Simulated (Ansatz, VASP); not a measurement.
## TiO2 in VASP and in Ansatz

The input INCAR:

```
PREC     = Accurate       # precision mode
ENCUT    = 520            # plane-wave cutoff, eV
EDIFF    = 1E-6           # SCF threshold, eV
ISMEAR   = 0              # smearing method
SIGMA    = 0.05           # smearing width, eV
LREAL    = False          # projectors in reciprocal space
LASPH    = True           # aspherical terms in the spheres
NELM     = 150            # most SCF steps
ALGO     = Normal         # electronic algorithm
ISIF     = 2              # what is computed and relaxed
LWAVE    = False          # write WAVECAR
LCHARG   = False          # write CHGCAR
LMAXMIX  = 4              # l up to which the mixer works
LDAU     = True           # DFT+U
LDAUTYPE = 2            
LDAUL    = 2 -1           # shell
LDAUU    = 4 0            # U, eV
LDAUJ    = 0 0          
LDAUPRINT= 1            
GGA      = PE             # functional
NBANDS   = 33             # bands
```

The input KPOINTS:

```
regular mesh
0
Gamma
  8 8 8
```

POSCAR

```
TiO2
1.0
   -1.8768500000      1.8768500000      4.6291000000
    1.8768500000     -1.8768500000      4.6291000000
    1.8768500000      1.8768500000     -4.6291000000
Ti O
2 4
Direct
    0.0000000000      0.0000000000      0.0000000000
    0.7500000000      0.2500000000      0.5000000000
    0.2052277854      0.2052277854      0.0000000000
    0.9552277854      0.4552277854      0.5000000000
    0.5447722146      0.0447722146      0.5000000000
    0.7947722146      0.7947722146      0.0000000000
```

Input for Ansatz:

```yaml
crystal:
  lattice:
    - [-1.87685, 1.87685, 4.6291]
    - [1.87685, -1.87685, 4.6291]
    - [1.87685, 1.87685, -4.6291]
  atoms:
    - { symbol: Ti, position: [0.0, 0.0, 0.0] }
    - { symbol: Ti, position: [0.75, 0.25, 0.5] }
    - { symbol: O, position: [0.2052277854, 0.2052277854, 0.0] }
    - { symbol: O, position: [0.9552277854, 0.4552277854, 0.5] }
    - { symbol: O, position: [0.5447722146, 0.0447722146, 0.5] }
    - { symbol: O, position: [0.7947722146, 0.7947722146, 0.0] }
basis:
  ecutwfc: 520.0
kpoints:
  mp_grid: { grid: [8, 8, 8] }
hamiltonian:
  xc: pbe
  pseudopotentials: { kind: paw, azcp: { folder: soft_1 } }
  hubbard: { sites: [{ species: Ti, l: d, u_eff: 4.0 }] }
scf:
  occupations: { method: gaussian, width: 0.05 }
output:
  forces: true
  stress: true
  eigenvalues: true
```

Alike in both runs: task single point; functional PBE; k mesh 8 × 8 × 8; occupations gaussian, width 0.05 eV; no spin polarisation; Hubbard terms Ti d U = 4.0 eV.

```csv
,VASP,Ansatz
version,VASP 6.6.1,Ansatz 0.2.0
potentials or method,"VASP PAW PBE potentials, release 64 (Ti_sv, O), cutoff 520 eV","scalar-relativistic, plane waves, PAW"
valence electrons in the cell,48,48
```

Ansatz gave:

```
gap on the k mesh at the Fermi level (eV) : 2.93
least direct gap on the mesh (eV)         : 3.15
rms of the force components (eV/Å)        : 0.596
```

Problem. Which values does VASP return?

Solution. gap on the k mesh at the Fermi level (eV): 2.94; least direct gap on the mesh (eV): 3.17; rms of the force components (eV/Å): 0.709.

The programs project onto different local orbitals, so the same U acts differently, and such runs can settle in different states. Atom by atom the forces differ by 0.112 eV/Å (rms over components).
